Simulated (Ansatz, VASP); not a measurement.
MgS in VASP and in Ansatz

The input INCAR:

```
ALGO = Normal
EDIFF = 1E-7
EDIFFG = -0.002
ENCUT = 520
GGA = PS
GGA_COMPAT = F
IBRION = 2
ISIF = 2
ISMEAR = 0
LASPH = T
LCHARG = F
LREAL = F
LWAVE = F
NELM = 120
NELMIN = 4
NSW = 60
PREC = Accurate
SIGMA = 0.02
```

File KPOINTS:

```
k-points
0
Gamma
  6 6 6
```

POSCAR

```
MgS
1.0
    0.0157311411      2.6013909985      2.5856978984
    2.6013909985      0.0157311411      2.5856978984
    2.6171221396      2.6171221396      0.0000000000
Mg S
1 1
Direct
    0.0000000000      0.0000000000      0.0000000000
    0.5000000000      0.5000000000      0.5000000000
```

Input for Ansatz:

```yaml
crystal:
  lattice:
    - [0.0157311411, 2.6013909985, 2.5856978984]
    - [2.6013909985, 0.0157311411, 2.5856978984]
    - [2.6171221396, 2.6171221396, 0.0]
  atoms:
    - { symbol: Mg, position: [0.0, 0.0, 0.0] }
    - { symbol: S, position: [0.5, 0.5, 0.5] }
basis:
  ecutwfc: 420
kpoints:
  mp_grid: { grid: [6, 6, 6] }
hamiltonian:
  xc: pbesol
  pseudopotentials: { kind: paw, azcp: { folder: soft_1 } }
scf:
  occupations: { method: gaussian, width: 0.02 }
output:
  forces: true
  stress: true
  eigenvalues: true
relax:
  adjacent_minimum: "off"
  f_tol: 0.002
  max_steps: 40
```

Change from the starting cell: strained cell.

Alike in both runs: task relaxation of the atoms; functional PBEsol; k mesh 6 × 6 × 6; occupations gaussian, width 0.02 eV; no spin polarisation.

|  | VASP | Ansatz |
| --- | --- | --- |
| version | VASP 6.6.1 | Ansatz 0.2.0 |
| potentials or method | VASP PAW PBE potentials, release 64 (Mg, S), cutoff 520 eV | scalar-relativistic, plane waves, PAW |
| valence electrons in the cell | 8 | 16 |

```tsv
	VASP	Ansatz	Ansatz less VASP
gap on the k mesh at the Fermi level, each at its own relaxed structure (eV)	2.62	2.62	-0.001
```

VASP's potentials were made for PBE, not for PBEsol, and Ansatz warns of the same on its side. VASP's potentials hold 8 valence electrons a cell and Ansatz's 16, so a difference there can come from the potentials and not from the codes. Ansatz's warnings: stress scf threshold loose.

Noted on VASP's run: the relaxation stopped at its first step, so nothing moved.
